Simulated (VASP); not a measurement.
A run of VASP 6.6.1 is set up as follows.

The input INCAR:

```
PREC     = Accurate       # precision mode
ENCUT    = 520            # plane-wave cutoff, eV
EDIFF    = 1E-6           # SCF threshold, eV
ISMEAR   = 0              # smearing method
SIGMA    = 0.1            # smearing width, eV
LREAL    = F              # projectors in reciprocal space
LASPH    = T              # aspherical terms in the spheres
NELM     = 100            # most SCF steps
ALGO     = Normal         # electronic algorithm
ISIF     = 2              # what is computed and relaxed
LWAVE    = F              # write WAVECAR
LCHARG   = F              # write CHGCAR
GGA      = PE             # functional
NBANDS   = 16             # bands
```

Contents of KPOINTS:

```
Automatic mesh
0
Gamma
  9 9 2
```

File POSCAR:

```
Li2H
1.0
    2.7550904300      0.0000000000      0.0000000000
   -1.3775452100      2.3859783000      0.0000000000
    0.0000000000      0.0000000000      9.3431625400
Li H
4 2
Direct
    0.3333333300      0.6666666700      0.3907000100
    0.6666666700      0.3333333300      0.8907000100
    0.3333333300      0.6666666700      0.1092999900
    0.6666666700      0.3333333300      0.6092999900
    0.0000000000      0.0000000000      0.2500000000
    0.0000000000      0.0000000000      0.7500000000
```

Potentials or basis: VASP PAW PBE potentials, release 64 (Li_sv, H).

Run with:

```console
$ cat potpaw_PBE.64/Li_sv/POTCAR potpaw_PBE.64/H/POTCAR > POTCAR
$ mpirun -np 1 vasp_std > vasp.out
```

**Question.** Estimate the largest force.

**Answer.** 1.261 eV/Å.

**Question.** What does it give for the band gap on the k mesh?

**Answer.** Zero (band 7 reaches 3.83 eV, above the bottom of band 8 at -0.52 eV).

Forces in eV/Å, atoms in the order of the input:
```
Li   0.000  0.000 -1.261
Li   0.000  0.000 -1.261
Li   0.000  0.000  1.261
Li   0.000  0.000  1.261
H    0.000  0.000  0.000
H    0.000  0.000  0.000
```

Caveat: forces of over 1 eV/Å act on the atoms, so gaps and moduli don't describe the material at rest.
